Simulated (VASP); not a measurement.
Ni: single point with PBEsol

Ni:

```
CELL_PARAMETERS angstrom
4.39674 0.00000 0.00000
0.00000 4.39674 0.00000
0.00000 0.00000 4.39674
ATOMIC_POSITIONS crystal
Ni 0.50000 0.50000 0.50000
Ni 0.00000 0.00000 0.00000
Ni 0.25000 0.00000 0.50000
Ni 0.50000 0.25000 0.00000
Ni 0.50000 0.75000 0.00000
Ni 0.75000 0.00000 0.50000
Ni 0.00000 0.50000 0.75000
Ni 0.00000 0.50000 0.25000
```

| Property | Result |
| --- | --- |
| Program | VASP 6.6.1 |
| Task | single point |
| Functional | PBEsol |
| Potentials or basis | VASP PAW PBE potentials, release 64 (Ni) |
| Cutoff | 520 eV |
| k mesh | 8 × 8 × 8 |
| Occupations | gaussian, width 0.1 eV |
| Spin | collinear spin, ferromagnetic start |
| Starting moments | [0.68, 0.68, 0.68, 0.68, 0.68, 0.68, 0.68, 0.68] μB |

| Property | Result |
| --- | --- |
| Pressure | -0.1 GPa |
| Net moment | 4.58 μB per cell |
| Site moments | Ni +0.58 μB |
| Valence electrons inside the program's atomic spheres | Ni 9.38 |

Levels at points of the mesh, in eV from the Fermi level:
Spin up:
| k point | band 40 | band 41 | band 42 | band 43 | band 44 | band 45 |
| --- | --- | --- | --- | --- | --- | --- |
| (0.00, 0.00, 0.00) | -0.46 | -0.46 | 1.13 | 1.13 | 1.13 | 2.72 |
| (0.50, 0.00, 0.00) | -0.46 | -0.21 | -0.21 | 1.91 | 1.91 | 2.47 |
| (0.50, 0.50, 0.00) | -0.54 | -0.44 | -0.35 | -0.35 | -0.14 | 2.23 |
| (0.50, 0.50, 0.50) | -0.74 | 0.26 | 0.26 | 0.26 | 0.26 | 0.26 |
Spin down:
```csv
k point,band 36,band 37,band 38,band 39,band 40,band 41
"(0.00, 0.00, 0.00)",0.03,0.03,0.03,0.22,0.22,0.22
"(0.50, 0.00, 0.00)",-0.19,-0.17,-0.17,0.20,0.20,0.51
"(0.50, 0.50, 0.00)",-0.16,-0.08,0.01,0.05,0.05,0.24
"(0.50, 0.50, 0.50)",-0.15,-0.09,-0.09,-0.09,-0.09,0.77
```

It took 4.7 min on 1 thread of Intel(R) Xeon(R) Platinum 8488C (Sapphire Rapids), on a shared host, peak memory 0.36 GiB.

Caveat: the PAW data sets were made with another functional, which shifts forces and pressure a little.
